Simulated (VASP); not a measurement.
Zn3Cl:

```
Zn Cl
1.0
     4.10002    0.00000    0.00000
     0.00000    4.10002    0.00000
     0.00000    0.00000    4.10002
Zn Cl
3 1
Cartesian
  0.0000 2.0500 2.0500
  2.0500 0.0000 2.0500
  2.0500 2.0500 0.0000
  0.0000 0.0000 0.0000
```

```yaml
Program: VASP 6.6.1
Task: relaxation of cell and atoms
Functional: PBE
Potentials_or_basis: VASP PAW PBE potentials, release 64 (Zn, Cl)
Cutoff: 600 eV
k_mesh: 4 × 4 × 4
Occupations: gaussian, width 0.1 eV
Spin: no spin polarisation
```

At the start: pressure 6.4 GPa; volume 17.23 Å³/atom.

Q: Where does the relaxation end?

A: Over 4 steps the energy falls by 51.4 meV/atom and the volume is 19.99 Å³/atom (+16.0 %); space group Pm-3m (No. 221, to 0.05 Å).

Step by step:
```csv
step,energy change (eV),largest force (eV/Å),pressure (GPa),volume (Å³)
1,0.0000,0.0000,6.41,68.92
2,-0.1837,0.0000,1.86,76.03
3,-0.2048,0.0000,0.36,79.17
4,-0.2055,0.0000,-0.03,79.96
```

Final structure:
```
CELL_PARAMETERS angstrom
4.30823 0.00000 0.00000
0.00000 4.30823 0.00000
0.00000 0.00000 4.30823
ATOMIC_POSITIONS crystal
Zn 0.00000 0.50000 0.50000
Zn 0.50000 0.00000 0.50000
Zn 0.50000 0.50000 0.00000
Cl 0.00000 0.00000 0.00000
```

Caveat: the k points lie up to 0.36 Å⁻¹ apart in the final cell; the volume moved by over 15 % at a fixed basis, so the end points are rough; an odd number of electrons without spin polarisation forces a metal; a magnetic or distorted state may lie lower.
